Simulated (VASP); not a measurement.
Set up this calculation in VASP 6.6.1, as the native input.

```yaml
Task: single point
Functional: r2SCAN
Potentials_or_basis: VASP PAW PBE potentials, release 64 (Ca_sv, O)
Cutoff: 520 eV
k_mesh: 9 × 9 × 4
Occupations: gaussian, width 0.01 eV
Spin: no spin polarisation
Dipole_correction: no
Further_INCAR_settings: ALGO = Normal; EDIFF = 1e-06; NBANDS = 24
```

Crystal: CaO.

```xyz
4
Lattice="3.3199 0.0000 0.0000 -1.6600 2.8751 0.0000 0.0000 0.0000 5.8143" Properties=species:S:1:pos:R:3 pbc="T T T"
Ca    0.0000    0.0000    0.0000
Ca    0.0000    0.0000    2.9072
O     0.0000    1.9168    1.4536
O     1.6600    0.9584    4.3607
```

One way to write it, as run:

POSCAR

```
CaO
1.0
    3.3199366349      0.0000000000      0.0000000000
   -1.6599683174      2.8751494647      0.0000000000
    0.0000000000      0.0000000000      5.8143085363
Ca O
2 2
Direct
    0.0000000000      0.0000000000      0.0000000000
    0.0000000000      0.0000000000      0.5000000000
    0.3333333333      0.6666666667      0.2500000000
    0.6666666667      0.3333333333      0.7500000000
```

INCAR.step1

```
PREC = Accurate
ENCUT = 520
ISMEAR = 0
SIGMA = 0.01
LREAL = F
LASPH = T
NELM = 100
NBANDS = 24
GGA = PE
ALGO = Normal
EDIFF = 1E-4
LWAVE = T
LCHARG = F
```

INCAR.step2

```
PREC = Accurate
ENCUT = 520
EDIFF = 1E-6
ISMEAR = 0
SIGMA = 0.01
LREAL = F
LASPH = T
NELM = 100
ALGO = Normal
ISIF = 2
LWAVE = F
LCHARG = F
METAGGA = R2SCAN
LMIXTAU = T
NBANDS = 24
ISTART = 1
```

KPOINTS

```
regular mesh
0
Gamma
  9 9 4
```

Potentials or basis: VASP PAW PBE potentials, release 64 (Ca_sv, O).

The run is started by

```sh
$ cat potpaw_PBE.64/Ca_sv/POTCAR potpaw_PBE.64/O/POTCAR > POTCAR
$ cp INCAR.step1 INCAR
$ mpirun -np 1 vasp_std > vasp.out
$ cp INCAR.step2 INCAR
$ mpirun -np 1 vasp_std > vasp.out
```

It gave:

```json
{
  "Pressure": "1.0 GPa",
  "Band gap on the k mesh": "4.40 eV"
}
```

Caveat: the PAW data sets were made with another functional, which shifts forces and pressure a little; an odd mesh through Γ misses points on the zone boundary, where band edges can lie.

Wall time 4 min on 1 thread of Intel(R) Xeon(R) Platinum 8259CL CPU @ 2.50GHz (Skylake/Cascade Lake), with other jobs on the host, peak memory 0.21 GiB.
